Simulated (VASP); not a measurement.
Here is a VASP 6.6.1 calculation.

Contents of INCAR:

```
ALGO = Normal
EDIFF = 1E-7
ENCUT = 520
GGA = PE
ISIF = 2
ISMEAR = 0
ISPIN = 2
LASPH = True
LCHARG = True
LELF = True
LMAXMIX = 4
LORBIT = 11
LREAL = False
LVHAR = True
LWAVE = False
MAGMOM = 0 3 0 0 0 0
NBANDS = 32
NELM = 150
PREC = Accurate
SIGMA = 0.1
```

Contents of KPOINTS:

```
k-points
0
Gamma
  4 4 4
```

The input POSCAR:

```
BeCoF4
1.0
    3.3899878351      0.0000000000      0.0000000000
    0.0000000000      3.3899878351      0.0000000000
    0.0000000000      0.0000000000      4.8757404679
Be Co F
1 1 4
Direct
    0.0000000000      0.0000000000      0.0000000000
    0.5000000000      0.5000000000      0.5000000000
    0.5000000000      0.0000000000      0.2341083320
    0.0000000000      0.5000000000      0.7658916680
    0.5000000000      0.0000000000      0.7658916680
    0.0000000000      0.5000000000      0.2341083320
```

Potentials or basis: VASP PAW PBE potentials, release 64 (Be, Co, F).

Command:

```bash
$ cat potpaw_PBE.64/Be/POTCAR potpaw_PBE.64/Co/POTCAR potpaw_PBE.64/F/POTCAR > POTCAR
$ mpirun -np 1 vasp_std > vasp.out
```

Question: Estimate the pressure.

Answer: -0.4 GPa.

Question: What does it give for the site moments?

Answer: Be -0.00; Co +2.68; F +0.07 μB.

Question: What does it give for the band gap on the k mesh?

Answer: 1.43 eV (least direct gap 1.45 eV).

Question: Estimate the net moment.

Answer: 3.00 μB per cell.

Caveat: the k points lie up to 0.46 Å⁻¹ apart; a cell with one magnetic atom can't hold antiferromagnetic order, which such compounds often take. A k mesh can miss the band edges.
